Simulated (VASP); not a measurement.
# Cu (Fm-3m) in VASP: single point with PBE

Aim: the single point of Cu with PBE.

Everything below comes from runs of VASP 6.6.1. Logs are shortened: lines on timing, memory, paths and dates and some standing lists are left out, and cuts for length are marked.

## 1. The cell of the first run

Symmetry: Fm-3m, No. 225, cubic system. Conventional cell: a = 3.629 Å, b = 3.629 Å, c = 3.629 Å, α = 90.00°, β = 90.00°, γ = 90.00°. Cu (site symmetry m-3m) has 12 Cu at 2.57 Å within 3.4 Å.

## 2. Single point, PBE, non-collinear spin, zero start, spin-orbit coupling

INCAR

```
SYSTEM = Cu
PREC     = Accurate       ! precision mode
ENCUT    = 520            ! plane-wave cutoff, eV
EDIFF    = 1E-6           ! SCF threshold, eV
ISMEAR   = 0              ! smearing method
SIGMA    = 0.05           ! smearing width, eV
LREAL    = .False.        ! projectors in reciprocal space
LASPH    = .True.         ! aspherical terms in the spheres
NELM     = 150            ! most SCF steps
ALGO     = Normal         ! electronic algorithm
ISIF     = 2              ! what is computed and relaxed
LWAVE    = .False.        ! write WAVECAR
LCHARG   = .True.         ! write CHGCAR
LNONCOLLINEAR= .True.         ! non-collinear magnetism
MAGMOM   = 0 0 0          ! initial moments
LORBIT   = 11             ! projections on sites
LSORBIT  = .True.         ! spin-orbit coupling
GGA_COMPAT= .False.      
LORBMOM  = .True.       
LMAXMIX  = 4              ! l up to which the mixer works
GGA      = PE             ! functional
LVHAR    = .True.       
NBANDS   = 22             ! bands
```

KPOINTS

```
Automatic mesh
0
Gamma
  20 20 20
  0 0 0
```

POSCAR

```
Cu
1.0
    0.0000000000      1.8145068417      1.8145068417
    1.8145068417      0.0000000000      1.8145068417
    1.8145068417      1.8145068417      0.0000000000
Cu
1
Direct
    0.0000000000      0.0000000000      0.0000000000
```

Potentials or basis: VASP PAW PBE potentials, release 64 (Cu).

On the command line:

```bash
> cat potpaw_PBE.64/Cu/POTCAR > POTCAR
> mpirun -np 1 vasp_ncl > vasp.out
```

OUTCAR:

```text
SYSTEM = Cu
   PREC = Accurate
   ENCUT = 520
   EDIFF = 1E-6
   ISMEAR = 0
   LREAL = .False.
   LASPH = .True.
   NELM = 150
   ISIF = 2
   LNONCOLLINEAR = .True.
   LORBIT = 11
   LSORBIT = .True.
   GGA = PE

 ion  position               nearest neighbor table
   1  0.000  0.000  0.000-

  LATTYP: Found a face centered cubic cell.
 ALAT       =     3.6290136834

  Lattice vectors:

 A1 = (   0.0000000000,   1.8145068417,   1.8145068417)
 A2 = (   1.8145068417,   0.0000000000,   1.8145068417)
 A3 = (   1.8145068417,   1.8145068417,   0.0000000000)

Analysis of symmetry for initial positions (statically):
=====================================================================
 Subroutine PRICEL returns:
 Original cell was already a primitive cell.

 Routine SETGRP: Setting up the symmetry group for a
 face centered cubic supercell.

 Subroutine GETGRP returns: Found 48 space group operations
 (whereof 48 operations were pure point group operations)
 out of a pool of 48 trial point group operations.

The static configuration has the point symmetry O_h .

Analysis of symmetry for dynamics (positions and initial velocities):
=====================================================================
 Subroutine PRICEL returns:
 Original cell was already a primitive cell.

 Routine SETGRP: Setting up the symmetry group for a
 face centered cubic supercell.

 Subroutine GETGRP returns: Found 48 space group operations
 (whereof 48 operations were pure point group operations)
 out of a pool of 48 trial point group operations.

The dynamic configuration has the point symmetry O_h .

Analysis of structural, dynamic, and magnetic symmetry:
=====================================================================
 Subroutine PRICEL returns:
 Original cell was already a primitive cell.

 Routine SETGRP: Setting up the symmetry group for a
 face centered cubic supercell.

 Subroutine GETGRP returns: Found 48 space group operations
 (whereof 48 operations were pure point group operations)
 out of a pool of 48 trial point group operations.

The overall configuration has the point symmetry O_h .

 Subroutine INISYM returns: Found 48 space group operations
 (whereof 48 operations are pure point group operations),
 and found     1 'primitive' translations

----------------------------------------------------------------------------------------

                                     Primitive cell

  volume of cell :      11.9483

  direct lattice vectors                    reciprocal lattice vectors
     0.000000000  1.814506842  1.814506842    -0.275556966  0.275556966  0.275556966
     1.814506842  0.000000000  1.814506842     0.275556966 -0.275556966  0.275556966
     1.814506842  1.814506842  0.000000000     0.275556966  0.275556966 -0.275556966

  length of vectors
     2.566100185  2.566100185  2.566100185     0.477278665  0.477278665  0.477278665

  position of ions in fractional coordinates (direct lattice)
     0.000000000  0.000000000  0.000000000

  ion indices of the primitive-cell ions
   primitive index   ion index
                 1           1

----------------------------------------------------------------------------------------

 KPOINTS: Automatic mesh

Automatic generation of k-mesh.
 Grid dimensions read from file:
 generate k-points for:   20   20   20

 Generating k-lattice:

  Cartesian coordinates                     Fractional coordinates (reciprocal lattice)
    -0.013777848  0.013777848  0.013777848     0.050000000  0.000000000  0.000000000
     0.013777848 -0.013777848  0.013777848     0.000000000  0.050000000  0.000000000
     0.013777848  0.013777848 -0.013777848     0.000000000  0.000000000  0.050000000

[... 39 lines left out ...]
   number of dos      NEDOS =    301   number of ions     NIONS =      1
   total plane-waves  NPLWV =   8000
   dimension x,y,z NGX =    20 NGY =   20 NGZ =   20
   dimension x,y,z NGXF=    40 NGYF=   40 NGZF=   40
   ions per type =               1
   NGX,Y,Z   is equivalent  to a cutoff of  12.96, 12.96, 12.96 a.u.
   NGXF,Y,Z  is equivalent  to a cutoff of  25.91, 25.91, 25.91 a.u.
 SYSTEM =  Cu
   PREC   = accura    normal or accurate (medium, high low for compatibility)
   ISTART =      0    job   : 0-new  1-cont  2-samecut
   ICHARG =      2    charge: 1-file 2-atom 10-const
   ISPIN  =      1    spin polarized calculation?
   LNONCOLLINEAR =      T non collinear calculations
   LSORBIT =      T    spin-orbit coupling
   LASPH  =      T    aspherical Exc in radial PAW
   ENCUT  =  520.0 eV  38.22 Ry    6.18 a.u.   4.77  4.77  4.77*2*pi/ulx,y,z
   NELM   =    150;   NELMIN=  2; NELMDL= -5     # of ELM steps
   EDIFF  = 0.1E-05   stopping-criterion for ELM
   LREAL  =      F    real-space projection
[... 7 lines left out ...]
   TEBEG  =    0.0;   TEEND  =   0.0 temperature during run
   PSTRESS=    0.0 pullay stress
   NELECT =      11.0000    total number of electrons
   NUPDOWN=      -1.0000    fix difference up-down
   EMIN   =  10.00;   EMAX   =-10.00  energy-range for DOS
   EFERMI =   0.00;   METHOD = LEGACY
   ISMEAR =     0;   SIGMA  =   0.05  broadening in eV -4-tet -1-fermi 0-gaus
   EFERMI_NEDOS =   21; number of points for ismear=-14 and -15
   IALGO  =     38    algorithm
   IMIX   =      4    mixing-type and parameters
     AMIX     =   0.40;   BMIX     =  1.00
     AMIX_MAG =   1.60;   BMIX_MAG =  1.00
  volume/ion in A,a.u.               =      11.95        80.63
  Fermi-wavevector in a.u.,A,eV,Ry     =   1.592589  3.009557 34.509008  2.536341
  Thomas-Fermi vector in A             =   2.690951
   LORBIT       =     11    0 simple, 1 ext, 2 COOP (PROOUT), +10 PAW based schemes
   GGA     = PE    functional components
   LHFCALC =     F    Hartree Fock is set to
   AEXX    =    0.0000 exact exchange contribution
   IVDW    =     0    specifies the selected vdW correction
   LEPSILON=     F    determine dielectric tensor
   LRPA    =     F    only Hartree local field effects (RPA)
 Gauss-broadening in eV      SIGMA  =   0.05
  energy-cutoff  :      520.00
  volume of cell :       11.95
 maximum number of plane-waves:       664
   NGX =  9   NGY =  9   NGZ =  9

 number of electron      10.9999998 magnetization      -0.0000000     -0.0000000      0.0000000

 number of electron      10.9999998 magnetization       0.0000000      0.0000000      0.0000000

 number of electron      10.9999998 magnetization      -0.0000000     -0.0000000     -0.0000000

 number of electron      10.9999998 magnetization       0.0000000      0.0000000     -0.0000000

 Free energy of the ion-electron system (eV)
  ---------------------------------------------------
  ext. energy  EPLUGINS =         0.00000000
  ---------------------------------------------------
  free energy    TOTEN  =        -3.73540309 eV

  energy without entropy =       -3.73510615  energy(sigma->0) =       -3.73525462

 E-fermi :   7.4076     XC(G=0): -12.6588

 val. band max:        7.4001998111   @ k =   0.5000   0.2500   0.1000
 cond. band min:       7.4660859146   @ k =   0.5000   0.3500   0.1500
 fundamental gap:      0.0658861035
 Fermi energy:         7.4076442352

 k-point     1 :       0.0000    0.0000    0.0000
  band No.  band energies     occupation
      1      -1.8208      1.00000
      2      -1.8208      1.00000
      3       4.3721      1.00000
      4       4.3721      1.00000
      5       4.3721      1.00000
      6       4.3721      1.00000
[... 589 lines left out ...]
     21      32.7416      0.00000
     22      32.7416      0.00000

 [... further k-points ...]
[... 5 lines left out ...]
  --------------------------------------------------------------------------------------
  -------------------------------------------------------------------------------------
  Total        0.0542927      0.0542927      0.0542927      0.0000000      0.0000000     -0.0000000
  in kB        7.2802464      7.2802464      7.2802464      0.0000000      0.0000000     -0.0000000
  external PRESSURE =       7.2802464 kB  Pullay stress =       0.0000000 kB

 VOLUME and BASIS-vectors are now :
 -----------------------------------------------------------------------------
  energy-cutoff  :      520.00
  volume of cell :       11.95
      direct lattice vectors                 reciprocal lattice vectors
     0.000000000  1.814506842  1.814506842    -0.275556966  0.275556966  0.275556966
     1.814506842  0.000000000  1.814506842     0.275556966 -0.275556966  0.275556966
     1.814506842  1.814506842  0.000000000     0.275556966  0.275556966 -0.275556966

 POSITION                                       TOTAL-FORCE (eV/Angst)
 -----------------------------------------------------------------------------------
      0.00000      0.00000      0.00000        -0.000000     -0.000000      0.000000
 -----------------------------------------------------------------------------------
    total drift:                                0.000000      0.000000      0.000000

  FREE ENERGIE OF THE ION-ELECTRON SYSTEM (eV)
  ---------------------------------------------------
  free  energy   TOTEN  =        -3.7354030855 eV

  energy  without entropy=       -3.7351061458  energy(sigma->0) =       -3.73525462

 orbital moment (x)

 # of ion     p       d       tot
 ----------------------------------------
  1        -0.000   0.000   0.000
 ----------------------------------------
           -0.000   0.000   0.000

 orbital moment (y)

 # of ion     p       d       tot
 ----------------------------------------
  1         0.000  -0.000  -0.000
 ----------------------------------------
            0.000  -0.000  -0.000

 orbital moment (z)

 # of ion     p       d       tot
 ----------------------------------------
  1         0.000  -0.000  -0.000
 ----------------------------------------
            0.000  -0.000  -0.000

 Spin-Orbit-Coupling matrix elements

 Ion:    1  E_soc:     -0.0130369
 l=   1
     0.0000000    -0.0003430    -0.0003430
    -0.0003430     0.0000000    -0.0003430
    -0.0003430    -0.0003430     0.0000000
 l=   2
     0.0000000    -0.0003771     0.0000000    -0.0003771    -0.0014527
    -0.0003771     0.0000000    -0.0010895    -0.0003771    -0.0003632
     0.0000000    -0.0010895     0.0000000    -0.0010895     0.0000000
    -0.0003771    -0.0003771    -0.0010895     0.0000000    -0.0003632
    -0.0014527    -0.0003632     0.0000000    -0.0003632     0.0000000
 l=   3
     0.0000000     0.0000000     0.0000000     0.0000000     0.0000000     0.0000000     0.0000000
     0.0000000     0.0000000     0.0000000     0.0000000     0.0000000     0.0000000     0.0000000
     0.0000000     0.0000000     0.0000000     0.0000000     0.0000000     0.0000000     0.0000000
     0.0000000     0.0000000     0.0000000     0.0000000     0.0000000     0.0000000     0.0000000
     0.0000000     0.0000000     0.0000000     0.0000000     0.0000000     0.0000000     0.0000000
     0.0000000     0.0000000     0.0000000     0.0000000     0.0000000     0.0000000     0.0000000
     0.0000000     0.0000000     0.0000000     0.0000000     0.0000000     0.0000000     0.0000000

 total charge

# of ion       s       p       d       tot
------------------------------------------
    1        0.444   0.374   9.172   9.990

 magnetization (x)

# of ion       s       p       d       tot
------------------------------------------
    1       -0.000  -0.000   0.000  -0.000

 magnetization (y)

# of ion       s       p       d       tot
------------------------------------------
    1       -0.000  -0.000  -0.000  -0.000

 magnetization (z)

# of ion       s       p       d       tot
------------------------------------------
    1        0.000  -0.000  -0.000  -0.000
```

Wall time 82 s (1 thread of Intel Xeon Platinum 8375C at 2.90GHz (Ice Lake), shared host); peak memory 0.23 GiB.

Results:

- Free energy: -3.7354 eV
- Pressure: 0.7 GPa
- Net moment: 0.00 μB per cell
- Valence electrons inside the program's atomic spheres: Cu 9.99

Moments on the atoms (μB; x, y, z):
```
Cu  0.00 0.00 0.00
```
